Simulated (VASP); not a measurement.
# BiTe (Fm-3m) in VASP: further runs, part 2 of 2

VASP 6.6.1. The steps go on from the part before.

## (4) Single point, LDA

INCAR reads:

```
SYSTEM = BiTe
  PREC = Accurate
  ENCUT = 520
  EDIFF = 1E-6
  ISMEAR = 1
  SIGMA = 0.05
  LREAL = .False.
  LASPH = .True.
  NELM = 80
  ALGO = Normal
  ISIF = 2
  LWAVE = .False.
  LCHARG = .False.
  NBANDS = 18
```

KPOINTS reads:

```
regular mesh
0
Gamma
  6 6 6
  0 0 0
```

POSCAR reads:

```
BiTe
1.0
    0.0000000000      3.2350000000      3.2350000000
    3.2350000000      0.0000000000      3.2350000000
    3.2350000000      3.2350000000      0.0000000000
Bi Te
1 1
Direct
    0.0000000000      0.0000000000      0.0000000000
    0.5000000000      0.5000000000      0.5000000000
```

Potentials or basis: VASP PAW LDA potentials, release 64 (Bi_d, Te).

Launch:

```bash
$ cat potpaw_LDA.64/Bi_d/POTCAR potpaw_LDA.64/Te/POTCAR > POTCAR
$ mpirun -np 1 vasp_std > vasp.out
```

OUTCAR:

```text
SYSTEM = BiTe
   PREC = Accurate
   ENCUT = 520
   EDIFF = 1E-6
   ISMEAR = 1
   LREAL = .False.
   LASPH = .True.
   NELM = 80
   ISIF = 2

 ion  position               nearest neighbor table
   1  0.000  0.000  0.000-   2 3.23   2 3.23   2 3.23   2 3.23   2 3.23   2 3.23
   2  0.500  0.500  0.500-   1 3.23   1 3.23   1 3.23   1 3.23   1 3.23   1 3.23

  LATTYP: Found a face centered cubic cell.
 ALAT       =     6.4700000000

  Lattice vectors:

 A1 = (   0.0000000000,   3.2350000000,   3.2350000000)
 A2 = (   3.2350000000,   0.0000000000,   3.2350000000)
 A3 = (   3.2350000000,   3.2350000000,   0.0000000000)

Analysis of symmetry for initial positions (statically):
=====================================================================
 Subroutine PRICEL returns:
 Original cell was already a primitive cell.

 Routine SETGRP: Setting up the symmetry group for a
 face centered cubic supercell.

 Subroutine GETGRP returns: Found 48 space group operations
 (whereof 48 operations were pure point group operations)
 out of a pool of 48 trial point group operations.

The static configuration has the point symmetry O_h .

Analysis of symmetry for dynamics (positions and initial velocities):
=====================================================================
 Subroutine PRICEL returns:
 Original cell was already a primitive cell.

 Routine SETGRP: Setting up the symmetry group for a
 face centered cubic supercell.

 Subroutine GETGRP returns: Found 48 space group operations
 (whereof 48 operations were pure point group operations)
 out of a pool of 48 trial point group operations.

The dynamic configuration has the point symmetry O_h .

 Subroutine INISYM returns: Found 48 space group operations
 (whereof 48 operations are pure point group operations),
 and found     1 'primitive' translations

----------------------------------------------------------------------------------------

                                     Primitive cell

  volume of cell :      67.7100

  direct lattice vectors                    reciprocal lattice vectors
     0.000000000  3.235000000  3.235000000    -0.154559505  0.154559505  0.154559505
     3.235000000  0.000000000  3.235000000     0.154559505 -0.154559505  0.154559505
     3.235000000  3.235000000  0.000000000     0.154559505  0.154559505 -0.154559505

  length of vectors
     4.574980874  4.574980874  4.574980874     0.267704916  0.267704916  0.267704916

  position of ions in fractional coordinates (direct lattice)
     0.000000000  0.000000000  0.000000000
     0.500000000  0.500000000  0.500000000

  ion indices of the primitive-cell ions
   primitive index   ion index
                 1           1
                 2           2

----------------------------------------------------------------------------------------

 KPOINTS: regular mesh

Automatic generation of k-mesh.
 Grid dimensions read from file:
 generate k-points for:    6    6    6

 Generating k-lattice:

  Cartesian coordinates                     Fractional coordinates (reciprocal lattice)
    -0.025759918  0.025759918  0.025759918     0.166666667  0.000000000  0.000000000
     0.025759918 -0.025759918  0.025759918     0.000000000  0.166666667  0.000000000
     0.025759918  0.025759918 -0.025759918     0.000000000  0.000000000  0.166666667

  Length of vectors
     0.044617486  0.044617486  0.044617486

  Shift w.r.t. Gamma in fractional coordinates (k-lattice)
     0.000000000  0.000000000  0.000000000

 Subroutine IBZKPT returns following result:
 ===========================================

 Found     16 irreducible k-points:

 Following reciprocal coordinates:
            Coordinates               Weight
  0.000000  0.000000  0.000000      1.000000
  0.166667  0.000000  0.000000      8.000000
  0.333333  0.000000  0.000000      8.000000
  0.500000  0.000000  0.000000      4.000000
  0.166667  0.166667  0.000000      6.000000
  0.333333  0.166667  0.000000     24.000000
[... 8 lines left out ...]
 -0.333333  0.333333  0.166667     24.000000
 -0.333333  0.500000  0.166667     12.000000
   k-points           NKPTS =     16   k-points in BZ     NKDIM =     16   number of bands    NBANDS=     18
   number of dos      NEDOS =    301   number of ions     NIONS =      2
   total plane-waves  NPLWV =  46656
   dimension x,y,z NGX =    36 NGY =   36 NGZ =   36
   dimension x,y,z NGXF=    72 NGYF=   72 NGZF=   72
   ions per type =               1   1
   NGX,Y,Z   is equivalent  to a cutoff of  13.08, 13.08, 13.08 a.u.
   NGXF,Y,Z  is equivalent  to a cutoff of  26.16, 26.16, 26.16 a.u.
 SYSTEM =  BiTe
   PREC   = accura    normal or accurate (medium, high low for compatibility)
   ISTART =      0    job   : 0-new  1-cont  2-samecut
   ICHARG =      2    charge: 1-file 2-atom 10-const
   ISPIN  =      1    spin polarized calculation?
   LNONCOLLINEAR =      F non collinear calculations
   LSORBIT =      F    spin-orbit coupling
   LASPH  =      T    aspherical Exc in radial PAW
   ENCUT  =  520.0 eV  38.22 Ry    6.18 a.u.   8.51  8.51  8.51*2*pi/ulx,y,z
   NELM   =     80;   NELMIN=  2; NELMDL= -5     # of ELM steps
   EDIFF  = 0.1E-05   stopping-criterion for ELM
   LREAL  =      F    real-space projection
   EDIFFG = 0.1E-04   stopping-criterion for IOM
   NSW    =      0    number of steps for IOM
   IBRION =     -1    ionic relax: 0-MD 1-quasi-New 2-CG
   NFREE  =      0    steps in history (QN), initial steepest desc. (CG)
   ISIF   =      2    stress and relaxation
   ISYM   =      2    0-nonsym 1-usesym 2-fastsym
   POTIM  = 0.5000    time-step for ionic-motion
   TEBEG  =    0.0;   TEEND  =   0.0 temperature during run
   PSTRESS=    0.0 pullay stress
   NELECT =      21.0000    total number of electrons
   NUPDOWN=      -1.0000    fix difference up-down
   EMIN   =  10.00;   EMAX   =-10.00  energy-range for DOS
   EFERMI =   0.00;   METHOD = LEGACY
   ISMEAR =     1;   SIGMA  =   0.05  broadening in eV -4-tet -1-fermi 0-gaus
   EFERMI_NEDOS =   21; number of points for ismear=-14 and -15
   IALGO  =     38    algorithm
   IMIX   =      4    mixing-type and parameters
     AMIX     =   0.40;   BMIX     =  1.00
     AMIX_MAG =   1.60;   BMIX_MAG =  1.00
  volume/ion in A,a.u.               =      33.86       228.46
  Fermi-wavevector in a.u.,A,eV,Ry     =   1.108146  2.094092 16.707785  1.227988
  Thomas-Fermi vector in A             =   2.244669
   LORBIT       =      0    0 simple, 1 ext, 2 COOP (PROOUT), +10 PAW based schemes
   GGA     = CA    functional components
   LHFCALC =     F    Hartree Fock is set to
   AEXX    =    0.0000 exact exchange contribution
   IVDW    =     0    specifies the selected vdW correction
   LEPSILON=     F    determine dielectric tensor
   LRPA    =     F    only Hartree local field effects (RPA)
 non-spin polarized calculation
 Methfessel and Paxton  Order N= 1 SIGMA  =   0.05
  energy-cutoff  :      520.00
  volume of cell :       67.71
 maximum number of plane-waves:      1853
 NGX is ok and might be reduce to    36
   NGX = 17   NGY = 17   NGZ = 17

 number of electron      21.0000001 magnetization

 Free energy of the ion-electron system (eV)
  ---------------------------------------------------
  ext. energy  EPLUGINS =         0.00000000
  ---------------------------------------------------
  free energy    TOTEN  =        -8.47609211 eV

  energy without entropy =       -8.47670786  energy(sigma->0) =       -8.47629736

 E-fermi :   6.2673     XC(G=0):  -9.6756

 val. band max:        6.2592532204   @ k =   0.3333   0.0000   0.0000
 cond. band min:       6.3042980496   @ k =  -0.1667   0.1667   0.0000
 fundamental gap:      0.0450448292
 Fermi energy:         6.2672544771

 k-point     1 :       0.0000    0.0000    0.0000
  band No.  band energies     occupation
      1     -16.6422      2.00000
      2     -16.6422      2.00000
      3     -16.6349      2.00000
      4     -16.6349      2.00000
      5     -16.6349      2.00000
      6      -7.0928      2.00000
[... 10 lines left out ...]
     17      12.4941      0.00000
     18      12.9307      0.00000
[... 295 lines left out ...]
 k-point    16 :      -0.3333    0.5000    0.1667
  band No.  band energies     occupation
      1     -16.6533      2.00000
      2     -16.6405      2.00000
      3     -16.6350      2.00000
      4     -16.6279      2.00000
      5     -16.6243      2.00000
      6      -5.0344      2.00000
[... 10 lines left out ...]
     17      16.5438      0.00000
     18      16.8733      0.00000

------------------------ aborting loop because EDIFF is reached ----------------------------------------

  FORCE on cell =-STRESS in cart. coord.  units (eV):
  Direction    XX          YY          ZZ          XY          YZ          ZX
  --------------------------------------------------------------------------------------
  -------------------------------------------------------------------------------------
  Total       -1.0430581     -1.0430581     -1.0430581      0.0000000     -0.0000000     -0.0000000
  in kB      -24.6811983    -24.6811983    -24.6811983      0.0000000     -0.0000000     -0.0000000
  external PRESSURE =     -24.6811983 kB  Pullay stress =       0.0000000 kB

 VOLUME and BASIS-vectors are now :
 -----------------------------------------------------------------------------
  energy-cutoff  :      520.00
  volume of cell :       67.71
      direct lattice vectors                 reciprocal lattice vectors
     0.000000000  3.235000000  3.235000000    -0.154559505  0.154559505  0.154559505
     3.235000000  0.000000000  3.235000000     0.154559505 -0.154559505  0.154559505
     3.235000000  3.235000000  0.000000000     0.154559505  0.154559505 -0.154559505

 POSITION                                       TOTAL-FORCE (eV/Angst)
 -----------------------------------------------------------------------------------
      0.00000      0.00000      0.00000        -0.000000      0.000000      0.000000
      3.23500      3.23500      3.23500         0.000000     -0.000000     -0.000000
 -----------------------------------------------------------------------------------
    total drift:                               -0.000000      0.000000      0.000000

  FREE ENERGIE OF THE ION-ELECTRON SYSTEM (eV)
  ---------------------------------------------------
  free  energy   TOTEN  =        -8.4760921127 eV

  energy  without entropy=       -8.4767078596  energy(sigma->0) =       -8.47629736
```

stdout:

```text
POSCAR found type information on POSCAR BiTe
 POSCAR found :  2 types and       2 ions
 scaLAPACK will be used
 LDA part: xc-table for (Slater(with rela. corr.)+CA(PZ))
 , standard interpolation
 POSCAR, INCAR and KPOINTS ok, starting setup
 FFT: planning ... GRIDC
 FFT: planning ... GRID_SOFT
 FFT: planning ... GRID
 WAVECAR not read
 entering main loop
```

Wall time 16 s (1 thread of Intel Xeon Platinum 8488C (Sapphire Rapids), shared host); peak memory 0.17 GiB.

What came out:

| Property | Result |
| --- | --- |
| Free energy | -8.4761 eV |
| Pressure | -2.5 GPa |

Levels at points of the mesh, in eV from the Fermi level:
| k point | band 6 | band 7 | band 8 | band 9 | band 10 | band 11 | band 12 | band 13 | band 14 | band 15 |
| --- | --- | --- | --- | --- | --- | --- | --- | --- | --- | --- |
| (0.00, 0.00, 0.00) | -13.36 | -8.00 | -2.35 | -2.35 | -2.35 | 2.29 | 2.29 | 2.29 | 4.85 | 4.85 |
| (0.50, 0.00, 0.00) | -11.41 | -11.10 | -1.71 | -1.71 | -1.41 | -0.70 | -0.47 | -0.47 | 7.44 | 7.90 |
| (0.50, 0.50, 0.00) | -11.61 | -9.81 | -5.48 | -3.83 | -3.83 | 2.40 | 3.72 | 3.72 | 5.07 | 8.87 |

Caveat: spin-orbit coupling is left out, which moves the levels of the heavy elements.

## (5) Single point, PBEsol+D3(BJ)

This run uses another cell than the first one, of 31.47 Å³/atom, 0.929 times its volume.

INCAR reads:

```
PREC = Accurate
ENCUT = 520
EDIFF = 1E-7
ISMEAR = -1
SIGMA = 0.05
LREAL = False
LASPH = True
NELM = 60
ALGO = Normal
ISIF = 2
LWAVE = False
LCHARG = True
GGA = PS
IVDW = 12
LELF = True
LVHAR = True
NBANDS = 18
```

KPOINTS reads:

```
Automatic mesh
0
Gamma
  7 7 7
```

POSCAR reads:

```
BiTe
1.0
    0.0000000000      3.1570918862      3.1570918862
    3.1570918862      0.0000000000      3.1570918862
    3.1570918862      3.1570918862      0.0000000000
Bi Te
1 1
Direct
    0.0000000000      0.0000000000      0.0000000000
    0.5000000000      0.5000000000      0.5000000000
```

Potentials or basis: VASP PAW PBE potentials, release 64 (Bi_d, Te).

Launch:

```bash
$ cat potpaw_PBE.64/Bi_d/POTCAR potpaw_PBE.64/Te/POTCAR > POTCAR
$ mpirun -np 1 vasp_std > vasp.out
```

It took 36 s on 1 thread of AMD EPYC 7R43 (Zen 3), shared host; peak memory 0.18 GiB.

Results (log left out):

```yaml
Free_energy: -8.9066 eV
Pressure: 0.0 GPa
Dispersion_energy_per_atom: -0.479 eV
```

Levels at points of the mesh, in eV from the Fermi level:
```tsv
k point	band 8	band 9	band 10	band 11	band 12	band 13
(0.00, 0.00, 0.00)	-2.78	-2.78	-2.78	2.26	2.26	2.26
```

Caveat: the PAW data sets were made with another functional, which shifts forces and pressure a little; spin-orbit coupling is left out, which moves the levels of the heavy elements; pairwise dispersion overbinds metals, which lowers pressure and volume.

## (6) The runs side by side

```csv
level,potentials or basis,cell,k mesh,smearing,gap on the mesh (eV),pressure (GPa)
PBE,"VASP PAW PBE potentials, release 64 (Bi_d, Te)","a = 4.575 Å, angles 60.0°, 2 atoms",6 × 6 × 6,methfessel-paxton 0.05 eV,none,1.0
PBE,"VASP PAW PBE potentials, release 64 (Bi_d, Te)","a = 4.575 Å, angles 60.0°, 2 atoms",6 × 6 × 6,methfessel-paxton 0.005 eV,none,1.1
LDA,"VASP PAW LDA potentials, release 64 (Bi_d, Te)","a = 4.575 Å, angles 60.0°, 2 atoms",6 × 6 × 6,methfessel-paxton 0.05 eV,none,-2.5
PBEsol+D3(BJ),"VASP PAW PBE potentials, release 64 (Bi_d, Te)","a = 4.465 Å, angles 60.0°, 2 atoms",7 × 7 × 7,fermi-dirac 0.05 eV,none,0.0
```

Alike in all rows: task single point; no spin polarisation; cutoff (eV) 520.

Caveats: spin-orbit coupling is left out, which moves the levels of the heavy elements; the PAW data sets were made with another functional, which shifts forces and pressure a little (some runs); pairwise dispersion overbinds metals, which lowers pressure and volume (some runs).

Absolute energies hang on the potentials; compare differences alone.
